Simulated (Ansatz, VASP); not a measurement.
## InGa3P4 in VASP and in Ansatz

```xyz
8
Lattice="3.8490 -5.4434 0.0000 3.8490 5.4434 0.0000 0.0000 0.0000 3.8490" Properties=species:S:1:pos:R:3 pbc="T T T"
In    0.0000    0.0000    1.9245
Ga    1.9245    2.7217    0.0000
Ga    3.8490    0.0000    1.9245
Ga    1.9245   -2.7217    0.0000
P     5.7736    0.0000    0.0000
P     3.8490   -2.7217    1.9245
P     3.8490    2.7217    1.9245
P     1.9245    0.0000    0.0000
```

Alike in both runs: task single point; functional PBE; k mesh 4 × 4 × 4; occupations gaussian, width 0.1 eV; no spin polarisation.

|  | VASP | Ansatz |
| --- | --- | --- |
| version | VASP 6.6.1 | Ansatz 0.2.0 |
| potentials or method | VASP PAW PBE potentials, release 64 (In_d, Ga_d, P), cutoff 520 eV | scalar-relativistic, plane waves, PAW |
| valence electrons in the cell | 72 | 72 |

Ansatz gave:

```
gap on the k mesh at the Fermi level (eV)                     : none
pressure (GPa)                                                : -6.1
traceless stress, the component that is largest in VASP (GPa) : -1.12
rms of the force components (eV/Å)                            : 0.226
```

Task: Which values does VASP return?

Result: gap on the k mesh at the Fermi level (eV): none; pressure (GPa): -6.0; traceless stress, the component that is largest in VASP (GPa): -1.12; rms of the force components (eV/Å): 0.225.

Atom by atom the forces differ by 0.001 eV/Å (rms over components). A gap of «none» marks a metal or a gap that the smearing closes. The functional is the same, so the differences come from potentials, cutoffs and numerics.

The k mesh is coarse, so the values compare programs but aren't converged.
